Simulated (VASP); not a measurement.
Input of a VASP 6.6.1 run:

INCAR

```
  ALGO = Normal
  EDIFF = 1E-7
  ENCUT = 520
  GGA = PE
  ISIF = 2
  ISMEAR = 0
  LASPH = True
  LCHARG = False
  LREAL = False
  LWAVE = False
  NBANDS = 24
  NELM = 80
  PREC = Accurate
  SIGMA = 0.1
```

Contents of KPOINTS:

```
k-points
0
Gamma
  12 12 12
```

POSCAR

```
AlNi3
1.0
    0.0000000000      2.8018887551      2.8018887551
    2.8018887551      0.0000000000      2.8018887551
    2.8018887551      2.8018887551      0.0000000000
Al Ni
1 3
Direct
    0.5000000000      0.5000000000      0.5000000000
    0.2500000000      0.2500000000      0.2500000000
    0.0000000000      0.0000000000      0.0000000000
    0.7500000000      0.7500000000      0.7500000000
```

Potentials or basis: VASP PAW PBE potentials, release 64 (Al, Ni).

The run is started by

```sh
$ cat potpaw_PBE.64/Al/POTCAR potpaw_PBE.64/Ni/POTCAR > POTCAR
$ mpirun -np 1 vasp_std > vasp.out
```

Q: What does it give for the pressure?

A: 7.0 GPa.

Q: Estimate the band gap on the k mesh.

A: Zero (an odd number of electrons rules out a gap without spin polarisation).

Caveat: the cell stands under pressure. Spin polarisation is off, so any magnetic state and its effect on volume and gap are missing.
